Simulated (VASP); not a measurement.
Runs of VASP 6.6.1 on Bi2Se3. The structure is that of space group I4/mmm (No. 139), or close to it. The cells are those of the table. The cell was built from a structure type or drawn by symmetry, and may not be a known phase.

| task | cell | k mesh | cutoff (eV) | gap on the mesh (eV) | pressure (GPa) | relaxed volume (Å³/atom) |
| --- | --- | --- | --- | --- | --- | --- |
| relaxation of cell and atoms | relaxed from a = 5.888 Å, angles 118.1, 118.1, 93.4°, 5 atoms | 4 × 4 × 4 | 600 | none | -0.1 | (a) |
| single point | a = 6.830 Å, angles 134.9, 134.9, 65.7°, 5 atoms | 4 × 4 × 4 | 520 | none | -0.1 | - |
| relaxation of cell and atoms | relaxed from a = 6.830 Å, angles 134.9, 134.9, 65.7°, 5 atoms | 6 × 6 × 6 | 600 | none | 0.0 | 31.09 |
| single point | a = 6.836 Å, angles 135.4, 135.4, 64.9°, 5 atoms | 6 × 6 × 6 | 520 | none | 0.0 | - |
| single point | a = 5.888 Å, angles 118.1, 118.1, 93.4°, 5 atoms | 4 × 4 × 4 | 520 | none | 60.1 | - |
| single point | a = 6.854 Å, angles 135.8, 135.8, 64.3°, 5 atoms | 10 × 10 × 10 | 520 | none | 0.0 | - |

Alike in all rows: level PBE; potentials or basis VASP PAW PBE potentials, release 64 (Bi_d, Se); no spin polarisation; smearing gaussian 0.1 eV.

Question: Fill in the values left out.

Answer: (a) 31.44.

Caveats: spin-orbit coupling is left out, which moves the levels of the heavy elements; a cell axis changed by over 15 % at a fixed basis, so the end point is rough (at least some runs); the cell stands under pressure (at least some runs).

A k mesh can miss the band edges, and the runs leave out spin-orbit coupling on Bi, Se.

A gap of «none» marks levels without a gap at the run's occupations.
